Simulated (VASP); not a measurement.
# AlN: single point with PBE

Crystal: AlN.

```xyz
2
Lattice="0.0000 2.1150 2.1150 2.1150 0.0000 2.1150 2.1150 2.1150 0.0000" Properties=species:S:1:pos:R:3 pbc="T T T"
Al    2.1150    2.1150    2.1150
N     0.0000    0.0000    0.0000
```

This cell differs from its parent crystal: strained.

| Property | Result |
| --- | --- |
| Program | VASP 6.6.1 |
| Task | single point |
| Functional | PBE |
| Potentials or basis | VASP PAW PBE potentials, release 64 (Al, N) |
| Cutoff | 520 eV |
| k mesh | 10 × 10 × 10 |
| Occupations | gaussian, width 0.02 eV |
| Spin | no spin polarisation |
| Dipole correction | no |
| Further INCAR settings | ALGO = Normal; EDIFF = 1e-06; NBANDS = 11 |

```
Pressure               : -23.2 GPa
Band gap on the k mesh : 3.38 eV, indirect (least direct gap 3.85 eV)
```

Levels at points of the mesh, in eV from the valence-band top:
```csv
k point,band 2,band 3,band 4,band 5,band 6,band 7
"(0.00, 0.00, 0.00)",0.00,0.00,0.00,3.86,11.72,11.72
"(0.50, 0.00, 0.00)",-7.49,-0.85,-0.85,5.31,9.94,9.94
"(0.50, 0.50, 0.00)",-6.51,-2.46,-2.46,3.38,5.49,12.46
```

Run time: 3.5 s on 1 thread of Intel(R) Xeon(R) 6975P-C (Granite Rapids), with other jobs on the host, peak memory 0.13 GiB.

Caveat: the cell differs from its parent crystal (strained). A k mesh can miss the band edges.
